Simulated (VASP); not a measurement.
Wanted: the native input for a VASP 6.6.1 run.

```
Task                   : single point
Functional             : PBE
Potentials or basis    : VASP PAW PBE potentials, release 64 (Zr_sv, Hf_pv, Te)
Cutoff                 : 520 eV
k mesh                 : 6 × 6 × 1
Occupations            : gaussian, width 0.2 eV
Spin                   : no spin polarisation
Dipole correction      : no
Further INCAR settings : ALGO = Normal; EDIFF = 1e-06; NBANDS = 44
```

The structure of Hf2ZrTe6 lies in POSCAR:

```
Hf2ZrTe6
1.0
    3.9681118048     -0.0000104175     -0.0111034686
   -1.9840756026      3.4372436709      0.0074006422
   -0.0555548453      0.0113841538     21.7262971480
Zr Hf Te
1 2 6
Direct
    0.0016004771      0.0010784622      0.0000508419
    0.0043121558     -0.0008522221      0.3319403938
   -0.0058832189     -0.0002421910      0.6680112829
    0.3371141534      0.6671583558      0.0830316944
    0.3397081758      0.6652499773      0.4138382048
    0.3296174955      0.6657868111      0.7497709951
    0.6687904392      0.3330626442      0.2501697499
    0.6586647641      0.3337096781      0.5861162773
    0.6660755578      0.3350484847      0.9170705601
```

One way to write it, as run:

INCAR

```
PREC = Accurate
ENCUT = 520
EDIFF = 1E-6
ISMEAR = 0
SIGMA = 0.2
LREAL = F
LASPH = T
NELM = 100
ALGO = Normal
ISIF = 2
LWAVE = F
LCHARG = T
GGA = PE
LELF = T
LVHAR = T
NBANDS = 44
```

KPOINTS

```
Automatic mesh
0
Gamma
  6 6 1
```

Potentials or basis: VASP PAW PBE potentials, release 64 (Zr_sv, Hf_pv, Te).

Launch:

```sh
$ cat potpaw_PBE.64/Zr_sv/POTCAR potpaw_PBE.64/Hf_pv/POTCAR potpaw_PBE.64/Te/POTCAR > POTCAR
$ mpirun -np 1 vasp_std > vasp.out
```

It gave:

- Pressure: -0.1 GPa
- Largest force: 0.030 eV/Å
- Band gap on the k mesh: zero (bands 34 and 35 overlap by 0.54 eV)

Caveat: spin-orbit coupling is left out, which moves the levels of the heavy elements.

Wall time 8.7 min on 1 thread of Intel(R) Xeon(R) Platinum 8488C (Sapphire Rapids) (shared host), peak memory 0.51 GiB.
